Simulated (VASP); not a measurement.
# Fe (Im-3m) in VASP: notebook, part 2 of 3

VASP 6.6.1.

### Step 3. Single point, PBE

This run uses another cell than the first one, of 10.30 Å³/atom, 0.961 times its volume.

File INCAR:

```
PREC = Accurate ; ENCUT = 520
EDIFF = 1E-7 ; ISMEAR = -1
SIGMA = 0.06122561905347299 ; LREAL = F
LASPH = T ; NELM = 100
ALGO = Normal ; ISIF = 2
LWAVE = F ; LCHARG = F
GGA = PE ; NBANDS = 10
```

File KPOINTS:

```
regular mesh
0
Gamma
  55 55 55
```

File POSCAR:

```
Fe
1.0
   -1.3704831148      1.3704831148      1.3704831148
    1.3704831148     -1.3704831148      1.3704831148
    1.3704831148      1.3704831148     -1.3704831148
Fe
1
Direct
    0.0000000000      0.0000000000      0.0000000000
```

Potentials or basis: VASP PAW PBE potentials, release 64 (Fe).

On the command line:

```bash
$ cat potpaw_PBE.64/Fe/POTCAR > POTCAR
$ mpirun -np 1 vasp_std > vasp.out
```

OUTCAR:

```text
PREC = Accurate
   ENCUT = 520
   EDIFF = 1E-7
   ISMEAR = -1
   LREAL = F
   LASPH = T
   NELM = 100
   ISIF = 2
   GGA = PE

 ion  position               nearest neighbor table
   1  0.000  0.000  0.000-

  LATTYP: Found a body centered cubic cell.
 ALAT       =     2.7409662296

  Lattice vectors:

 A1 = (  -1.3704831148,   1.3704831148,   1.3704831148)
 A2 = (   1.3704831148,  -1.3704831148,   1.3704831148)
 A3 = (   1.3704831148,   1.3704831148,  -1.3704831148)

Analysis of symmetry for initial positions (statically):
=====================================================================
 Subroutine PRICEL returns:
 Original cell was already a primitive cell.

 Routine SETGRP: Setting up the symmetry group for a
 body centered cubic supercell.

 Subroutine GETGRP returns: Found 48 space group operations
 (whereof 48 operations were pure point group operations)
 out of a pool of 48 trial point group operations.

The static configuration has the point symmetry O_h .

Analysis of symmetry for dynamics (positions and initial velocities):
=====================================================================
 Subroutine PRICEL returns:
 Original cell was already a primitive cell.

 Routine SETGRP: Setting up the symmetry group for a
 body centered cubic supercell.

 Subroutine GETGRP returns: Found 48 space group operations
 (whereof 48 operations were pure point group operations)
 out of a pool of 48 trial point group operations.

The dynamic configuration has the point symmetry O_h .

 Subroutine INISYM returns: Found 48 space group operations
 (whereof 48 operations are pure point group operations),
 and found     1 'primitive' translations

----------------------------------------------------------------------------------------

                                     Primitive cell

  volume of cell :      10.2963

[... 103 lines left out ...]
   IALGO  =     38    algorithm
   IMIX   =      4    mixing-type and parameters
     AMIX     =   0.40;   BMIX     =  1.00
     AMIX_MAG =   1.60;   BMIX_MAG =  1.00
  volume/ion in A,a.u.               =      10.30        69.48
  Fermi-wavevector in a.u.,A,eV,Ry     =   1.505028  2.844090 30.818668  2.265108
  Thomas-Fermi vector in A             =   2.615930
   LORBIT       =      0    0 simple, 1 ext, 2 COOP (PROOUT), +10 PAW based schemes
   GGA     = PE    functional components
   LHFCALC =     F    Hartree Fock is set to
   AEXX    =    0.0000 exact exchange contribution
   IVDW    =     0    specifies the selected vdW correction
   LEPSILON=     F    determine dielectric tensor
   LRPA    =     F    only Hartree local field effects (RPA)
 non-spin polarized calculation
  energy-cutoff  :      520.00
  volume of cell :       10.30
 maximum number of plane-waves:       285
 NGX is ok and might be reduce to    18
   NGX =  9   NGY =  9   NGZ =  9

 number of electron       7.9999991 magnetization

 Free energy of the ion-electron system (eV)
  ---------------------------------------------------
  ext. energy  EPLUGINS =         0.00000000
  ---------------------------------------------------
  free energy    TOTEN  =        -7.78159665 eV

  energy without entropy =       -7.74190862  energy(sigma->0) =       -7.76175263

 E-fermi :   6.9442     XC(G=0): -13.7261

 val. band max:        6.9439611875   @ k =   0.2364   0.1455   0.1091
 cond. band min:       6.9442762454   @ k =   0.1455   0.1455   0.0182
 fundamental gap:      0.0003150579
 Fermi energy:         6.9442126341

 k-point     1 :       0.0000    0.0000    0.0000
  band No.  band energies     occupation
      1      -2.0597      2.00000
      2       5.1063      2.00000
      3       5.1063      2.00000
      4       5.1063      2.00000
      5       6.8933      1.39309
      6       6.8933      1.39308
      7      32.7913      0.00000
      8      32.7913      0.00000
      9      32.7913      0.00000
     10      38.7089      0.00000
[... 287 lines left out ...]
 k-point    24 :       0.4182    0.0000    0.0000
  band No.  band energies     occupation
      1       1.8874      2.00000
      2       3.8504      2.00000
      3       6.4879      1.99884
      4       6.9295      1.11940
      5       7.1261      0.09747
      6       8.0817      0.00000
      7      17.0851      0.00000
      8      26.4799      0.00000
      9      29.5181      0.00000
     10      32.1092      0.00000

 [... further k-points ...]
[... 5 lines left out ...]
  --------------------------------------------------------------------------------------
  -------------------------------------------------------------------------------------
  Total        0.3192550      0.3192550      0.3192550      0.0000000      0.0000000      0.0000000
  in kB       49.6783555     49.6783555     49.6783555      0.0000000      0.0000000      0.0000000
  external PRESSURE =      49.6783555 kB  Pullay stress =       0.0000000 kB

 VOLUME and BASIS-vectors are now :
 -----------------------------------------------------------------------------
  energy-cutoff  :      520.00
  volume of cell :       10.30
      direct lattice vectors                 reciprocal lattice vectors
    -1.370483115  1.370483115  1.370483115     0.000000000  0.364834849  0.364834849
     1.370483115 -1.370483115  1.370483115     0.364834849  0.000000000  0.364834849
     1.370483115  1.370483115 -1.370483115     0.364834849  0.364834849  0.000000000

 POSITION                                       TOTAL-FORCE (eV/Angst)
 -----------------------------------------------------------------------------------
      0.00000      0.00000      0.00000         0.000000     -0.000000      0.000000
 -----------------------------------------------------------------------------------
    total drift:                                0.000000     -0.000000      0.000000

  FREE ENERGIE OF THE ION-ELECTRON SYSTEM (eV)
  ---------------------------------------------------
  free  energy   TOTEN  =        -7.7815966476 eV

  energy  without entropy=       -7.7419086166  energy(sigma->0) =       -7.76175263
```

stdout:

```text
POSCAR found type information on POSCAR Fe
 POSCAR found :  1 types and       1 ions
 scaLAPACK will be used
 LDA part: xc-table for (Slater+PW92), standard interpolation
 POSCAR, INCAR and KPOINTS ok, starting setup
 FFT: planning ... GRIDC
 FFT: planning ... GRID_SOFT
 FFT: planning ... GRID
 WAVECAR not read
 entering main loop
```

Run time: 8.4 min. Hardware: 1 thread of Oxide Virtual Turin-like, shared host; peak memory 0.48 GiB.

Results:

```
Free energy            : -7.7816 eV
Pressure               : 5.0 GPa
Band gap on the k mesh : zero (band 4 reaches 8.00 eV, above the bottom of band 5 at 5.78 eV)
```

Levels at points of the mesh, in eV from the Fermi level:
| k point | band 1 | band 2 | band 3 | band 4 | band 5 | band 6 | band 7 | band 8 | band 9 |
| --- | --- | --- | --- | --- | --- | --- | --- | --- | --- |
| (0.00, 0.00, 0.00) | -9.00 | -1.84 | -1.84 | -1.84 | -0.05 | -0.05 | 25.85 | 25.85 | 25.85 |

Caveat: the run has no spin polarisation, though such a crystal can be magnetic. Spin polarisation is off, so any magnetic state and its effect on volume and gap are missing.

### Step 4. Single point, PBE

This run uses another cell than the first one, of 10.51 Å³/atom, 0.980 times its volume.

File INCAR:

```
SYSTEM = Fe
PREC = Accurate
ENCUT = 520
EDIFF = 1E-6
ISMEAR = -1
SIGMA = 0.06122561905347299
LREAL = .False.
LASPH = .True.
NELM = 80
ALGO = Normal
ISIF = 2
LWAVE = .False.
LCHARG = .True.
GGA = PE
LELF = .True.
LVHAR = .True.
NBANDS = 10
```

File KPOINTS:

```
regular mesh
0
Gamma
  55 55 55
  0 0 0
```

File POSCAR:

```
Fe
1.0
   -1.3797434168      1.3797434168      1.3797434168
    1.3797434168     -1.3797434168      1.3797434168
    1.3797434168      1.3797434168     -1.3797434168
Fe
1
Direct
    0.0000000000      0.0000000000      0.0000000000
```

On the command line:

```bash
$ cat potpaw_PBE.64/Fe/POTCAR > POTCAR
$ mpirun -np 1 vasp_std > vasp.out
```

It took 3.5 min on 1 thread of Oxide Virtual Turin-like, shared host; peak memory 0.52 GiB.

The run converged. Its results:

- Free energy: -7.7844 eV
- Pressure: -0.6 GPa
- Band gap on the k mesh: zero (band 4 reaches 7.74 eV, above the bottom of band 5 at 5.58 eV)

Levels at points of the mesh, in eV from the Fermi level:
| k point | band 1 | band 2 | band 3 | band 4 | band 5 | band 6 | band 7 | band 8 |
| --- | --- | --- | --- | --- | --- | --- | --- | --- |
| (0.00, 0.00, 0.00) | -8.88 | -1.79 | -1.79 | -1.79 | -0.05 | -0.05 | 25.64 | 25.64 |

Caveat: the run has no spin polarisation, though such a crystal can be magnetic.

### Step 5. Single point, PBE

File INCAR:

```
  PREC = Accurate
  ENCUT = 520
  EDIFF = 1E-7
  ISMEAR = -1
  SIGMA = 0.06122561905347299
  LREAL = F
  LASPH = T
  NELM = 60
  ALGO = Normal
  ISIF = 2
  LWAVE = F
  LCHARG = F
  GGA = PE
  NBANDS = 10
```

File KPOINTS:

```
regular mesh
0
Gamma
  55 55 55
```

File POSCAR:

```
Fe
1.0
   -1.3888810567      1.3888810567      1.3888810567
    1.3888810567     -1.3888810567      1.3888810567
    1.3888810567      1.3888810567     -1.3888810567
Fe
1
Direct
    0.0000000000      0.0000000000      0.0000000000
```

On the command line:

```bash
$ cat potpaw_PBE.64/Fe/POTCAR > POTCAR
$ mpirun -np 1 vasp_std > vasp.out
```

Run time: 4.4 min. Hardware: 1 thread of Oxide Virtual Turin-like, shared host; peak memory 0.53 GiB.

Results (log left out):

* Free energy: -7.7802 eV
* Pressure: -5.6 GPa
* Band gap on the k mesh: zero (band 4 reaches 7.49 eV, above the bottom of band 5 at 5.40 eV)

Levels at points of the mesh, in eV from the Fermi level:
| k point | band 1 | band 2 | band 3 | band 4 | band 5 | band 6 | band 7 | band 8 |
| --- | --- | --- | --- | --- | --- | --- | --- | --- |
| (0.00, 0.00, 0.00) | -8.76 | -1.74 | -1.74 | -1.74 | -0.04 | -0.04 | 25.45 | 25.45 |

Caveat: the run has no spin polarisation, though such a crystal can be magnetic.

### Step 6. Single point, PBE

This run uses another cell than the first one, of 10.93 Å³/atom, 1.020 times its volume.

File INCAR:

```
SYSTEM = Fe
PREC     = Accurate       ! precision mode
ENCUT    = 520            ! plane-wave cutoff, eV
EDIFF    = 1E-7           ! SCF threshold, eV
ISMEAR   = -1             ! smearing method
SIGMA    = 0.06122561905347299 ! smearing width, eV
LREAL    = .False.        ! projectors in reciprocal space
LASPH    = .True.         ! aspherical terms in the spheres
NELM     = 60             ! most SCF steps
ALGO     = Normal         ! electronic algorithm
ISIF     = 2              ! what is computed and relaxed
LWAVE    = .False.        ! write WAVECAR
LCHARG   = .False.        ! write CHGCAR
GGA      = PE             ! functional
NBANDS   = 10             ! bands
```

File KPOINTS:

```
Automatic mesh
0
Gamma
  55 55 55
  0 0 0
```

File POSCAR:

```
Fe
1.0
   -1.3979000176      1.3979000176      1.3979000176
    1.3979000176     -1.3979000176      1.3979000176
    1.3979000176      1.3979000176     -1.3979000176
Fe
1
Direct
    0.0000000000      0.0000000000      0.0000000000
```

Potentials or basis: VASP PAW PBE potentials, release 64 (Fe).

On the command line:

```bash
$ cat potpaw_PBE.64/Fe/POTCAR > POTCAR
$ mpirun -np 1 vasp_std > vasp.out
```

OUTCAR:

```text
SYSTEM = Fe
   PREC = Accurate
   ENCUT = 520
   EDIFF = 1E-7
   ISMEAR = -1
   LREAL = .False.
   LASPH = .True.
   NELM = 60
   ISIF = 2
   GGA = PE

 ion  position               nearest neighbor table
   1  0.000  0.000  0.000-

  LATTYP: Found a body centered cubic cell.
 ALAT       =     2.7958000352

  Lattice vectors:

 A1 = (  -1.3979000176,   1.3979000176,   1.3979000176)
 A2 = (   1.3979000176,  -1.3979000176,   1.3979000176)
 A3 = (   1.3979000176,   1.3979000176,  -1.3979000176)

Analysis of symmetry for initial positions (statically):
=====================================================================
 Subroutine PRICEL returns:
 Original cell was already a primitive cell.

 Routine SETGRP: Setting up the symmetry group for a
 body centered cubic supercell.

 Subroutine GETGRP returns: Found 48 space group operations
 (whereof 48 operations were pure point group operations)
 out of a pool of 48 trial point group operations.

The static configuration has the point symmetry O_h .

Analysis of symmetry for dynamics (positions and initial velocities):
=====================================================================
[... 157 lines left out ...]

 val. band max:        6.2836710762   @ k =   0.4000   0.0909   0.0727
 cond. band min:       6.2837862118   @ k =   0.2364   0.1455   0.1091
 fundamental gap:      0.0001151356
 Fermi energy:         6.2837017908

 k-point     1 :       0.0000    0.0000    0.0000
  band No.  band energies     occupation
      1      -2.3647      2.00000
      2       4.5964      2.00000
      3       4.5964      2.00000
      4       4.5964      2.00000
      5       6.2422      1.32635
      6       6.2422      1.32634
      7      31.5341      0.00000
      8      31.5341      0.00000
      9      31.5341      0.00000
     10      37.0335      0.00000
[... 287 lines left out ...]
 k-point    24 :       0.4182    0.0000    0.0000
  band No.  band energies     occupation
      1       1.5714      2.00000
      2       3.4468      2.00000
      3       5.8566      1.99813
      4       6.2703      1.10897
      5       6.4498      0.12441
      6       7.3247      0.00000
      7      15.8340      0.00000
      8      25.2897      0.00000
      9      27.8329      0.00000
     10      30.5188      0.00000

 [... further k-points ...]
[... 5 lines left out ...]
  --------------------------------------------------------------------------------------
  -------------------------------------------------------------------------------------
  Total       -0.6836471     -0.6836471     -0.6836471     -0.0000000     -0.0000000     -0.0000000
  in kB     -100.2430419   -100.2430419   -100.2430419     -0.0000000     -0.0000000     -0.0000000
  external PRESSURE =    -100.2430419 kB  Pullay stress =       0.0000000 kB

 VOLUME and BASIS-vectors are now :
 -----------------------------------------------------------------------------
  energy-cutoff  :      520.00
  volume of cell :       10.93
      direct lattice vectors                 reciprocal lattice vectors
    -1.397900018  1.397900018  1.397900018     0.000000000  0.357679372  0.357679372
     1.397900018 -1.397900018  1.397900018     0.357679372  0.000000000  0.357679372
     1.397900018  1.397900018 -1.397900018     0.357679372  0.357679372  0.000000000

 POSITION                                       TOTAL-FORCE (eV/Angst)
 -----------------------------------------------------------------------------------
      0.00000      0.00000      0.00000        -0.000000     -0.000000      0.000000
 -----------------------------------------------------------------------------------
    total drift:                                0.000000     -0.000000      0.000000

  FREE ENERGIE OF THE ION-ELECTRON SYSTEM (eV)
  ---------------------------------------------------
  free  energy   TOTEN  =        -7.7699006977 eV

  energy  without entropy=       -7.7263713832  energy(sigma->0) =       -7.74813604
```

Run time: 5.3 min. Hardware: 1 thread of Oxide Virtual Turin-like, shared host; peak memory 0.53 GiB.

Results:

```yaml
Free_energy: -7.7699 eV
Pressure: -10.0 GPa
Band_gap_on_the_k_mesh: zero (band 4 reaches 7.25 eV, above the bottom of band 5 at 5.22 eV)
```

Levels at points of the mesh, in eV from the Fermi level:
| k point | band 1 | band 2 | band 3 | band 4 | band 5 | band 6 | band 7 | band 8 | band 9 |
| --- | --- | --- | --- | --- | --- | --- | --- | --- | --- |
| (0.00, 0.00, 0.00) | -8.65 | -1.69 | -1.69 | -1.69 | -0.04 | -0.04 | 25.25 | 25.25 | 25.25 |

Caveat: the run has no spin polarisation, though such a crystal can be magnetic. Spin polarisation is off, so any magnetic state and its effect on volume and gap are missing.

(Continued in part 3 of 3.)
